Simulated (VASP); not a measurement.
Here is a VASP 6.6.1 calculation.

The input POSCAR:

```
SnO2
1.0
    4.8395496747      0.0000000000      0.0000000000
    0.0000000000      4.8395496747      0.0000000000
    0.0000000000      0.0000000000      3.2211192015
Sn O
2 4
Direct
    0.0000000000      0.0000000000      0.0000000000
    0.5000000000      0.5000000000      0.5000000000
    0.3069370063      0.3069370063      0.0000000000
    0.1930629937      0.8069370063      0.5000000000
    0.6930629937      0.6930629937      0.0000000000
    0.8069370063      0.1930629937      0.5000000000
```

INCAR.step1

```
SYSTEM = SnO2
PREC = Accurate ; ENCUT = 520
ISMEAR = 0 ; SIGMA = 0.05
LREAL = .False. ; LASPH = .True.
NELM = 100 ; NBANDS = 35
GGA = PE ; ALGO = Normal
EDIFF = 1E-4 ; LWAVE = .True.
LCHARG = .False.
```

The input INCAR.step2:

```
SYSTEM = SnO2
PREC = Accurate ; ENCUT = 520
EDIFF = 1E-6 ; ISMEAR = 0
SIGMA = 0.05 ; LREAL = .False.
LASPH = .True. ; NELM = 100
ALGO = Normal ; ISIF = 2
LWAVE = .False. ; LCHARG = .False.
METAGGA = R2SCAN ; LMIXTAU = .True.
NBANDS = 35 ; ISTART = 1
```

KPOINTS

```
Automatic mesh
0
Gamma
  6 6 10
  0 0 0
```

Potentials or basis: VASP PAW PBE potentials, release 64 (Sn_d, O).

Launch:

```bash
$ cat potpaw_PBE.64/Sn_d/POTCAR potpaw_PBE.64/O/POTCAR > POTCAR
$ cp INCAR.step1 INCAR
$ mpirun -np 1 vasp_std > vasp.out
$ cp INCAR.step2 INCAR
$ mpirun -np 1 vasp_std > vasp.out
```

**Question.** Predict the pressure.

**Answer.** -6.2 GPa.

**Question.** What does it give for the largest force?

**Answer.** 0.051 eV/Å.

**Question.** What does it give for the band gap on the k mesh?

**Answer.** 1.39 eV.

Forces on the atoms (eV/Å):
```
Sn   0.000  0.000  0.000
Sn   0.000  0.000  0.000
O   -0.036 -0.036  0.000
O    0.036 -0.036  0.000
O    0.036  0.036  0.000
O   -0.036  0.036  0.000
```

Caveat: the cell stands under tension; the PAW data sets were made with another functional, which shifts forces and pressure a little; spin-orbit coupling is left out, which moves the levels of the heavy elements. r2SCAN opens gaps a little over a GGA but as a rule still falls short of measured ones.
